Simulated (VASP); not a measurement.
Here is a VASP 6.6.1 calculation.

File INCAR:

```
SYSTEM = SiSnGe2
PREC = Accurate ; ENCUT = 600
EDIFF = 1E-6 ; ISMEAR = 0
SIGMA = 0.1 ; LREAL = .FALSE.
LASPH = .TRUE. ; NELM = 80
ALGO = Normal ; ISIF = 3
LWAVE = .FALSE. ; LCHARG = .FALSE.
GGA = PS ; IBRION = 2
NSW = 100 ; EDIFFG = -0.05
```

File KPOINTS:

```
Automatic mesh
0
G
  6 6 4
  0 0 0
```

File POSCAR:

```
SiSnGe2
1.0
    4.0986137457      0.0000000000      0.0000000000
    0.0000000000      4.0986137457      0.0000000000
    0.0000000000      0.0000000000      5.7963151461
Si Sn Ge
1 1 2
Direct
    0.0000000000      0.0000000000      0.0000000000
    0.5000000000      0.5000000000      0.5000000000
    0.5000000000      0.0000000000      0.7500000000
    0.0000000000      0.5000000000      0.2500000000
```

Potentials or basis: VASP PAW PBE potentials, release 64 (Si, Sn_d, Ge_d).

Run with:

```console
$ cat potpaw_PBE.64/Si/POTCAR potpaw_PBE.64/Sn_d/POTCAR potpaw_PBE.64/Ge_d/POTCAR > POTCAR
$ mpirun -np 1 vasp_std > vasp.out
```

(1) Estimate the space group after relaxing (to 0.1 Å).

(2) Estimate the relaxed cell.

(3) Estimate the relaxed volume.

## Answers

(1) P-4m2 (No. 115).

(2) a = 4.116 Å, b = 4.116 Å, c = 5.810 Å, α = 90.00°, β = 90.00°, γ = 90.00°.

(3) 24.61 Å³/atom.

Caveat: the PAW data sets were made with another functional, which shifts forces and pressure a little.
